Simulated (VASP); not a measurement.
Ta16S: single point with PBE

System: Ta16S, a slab with vacuum.

```
Ta S
1.0
     6.63793    0.00000    0.00000
     0.00000    6.63793    0.00000
     0.00000    0.00000   20.29966
Ta S
16 1
Direct
  0.25000 0.25000 0.19705
  0.25000 0.75000 0.19705
  0.75000 0.25000 0.19705
  0.75000 0.75000 0.19705
  0.00000 0.00000 0.27880
  0.00000 0.50000 0.27880
  0.50000 0.00000 0.27880
  0.50000 0.50000 0.27880
  0.25000 0.25000 0.35991
  0.25000 0.75000 0.35991
  0.75000 0.25000 0.35991
  0.75000 0.75000 0.35991
  0.00000 0.00000 0.43349
  0.00000 0.50000 0.43349
  0.50000 0.00000 0.43349
  0.50000 0.50000 0.43349
  0.06250 0.06250 0.54070
```

* Program: VASP 6.6.1
* Task: single point
* Functional: PBE
* Potentials or basis: VASP PAW PBE potentials, release 64 (Ta_pv, S)
* Cutoff: 520 eV
* k mesh: 4 × 4 × 1
* Occupations: gaussian, width 0.1 eV
* Spin: no spin polarisation

* Largest force: 2.026 eV/Å
* Band gap on the k mesh: zero (bands 91 and 92 overlap by 0.78 eV)

Forces on the atoms (eV/Å):
```
Ta  -0.033 -0.033  0.801
Ta   0.000  0.025  0.767
Ta   0.025  0.000  0.767
Ta   0.022  0.022  0.757
Ta   0.025  0.025 -1.315
Ta   0.014 -0.042 -0.767
Ta  -0.042  0.014 -0.767
Ta   0.030  0.030 -0.620
Ta   0.241  0.241 -0.568
Ta   0.302 -0.287 -0.391
Ta  -0.287  0.302 -0.391
Ta  -0.384 -0.384 -0.300
Ta   0.042  0.042  2.026
Ta   0.092 -0.193  0.207
Ta  -0.193  0.092  0.207
Ta  -0.018 -0.018 -0.419
S    0.162  0.162  0.008
```

Levels at points of the mesh, in eV from the Fermi level:
```
           k point  band 89  band 90  band 91  band 92  band 93  band 94
(0.00, 0.00, 0.00)     0.14     0.16     0.16     0.17     0.37     0.38
(0.50, 0.00, 0.00)    -0.35    -0.29    -0.18    -0.10     0.26     0.28
(0.50, 0.50, 0.00)    -0.80    -0.78    -0.75    -0.62    -0.11    -0.10
```

Wall time 46 min on 1 thread of Oxide Virtual Turin-like Processor, with other jobs on the host, peak memory 0.97 GiB.

Caveat: spin-orbit coupling is left out, which moves the levels of the heavy elements.
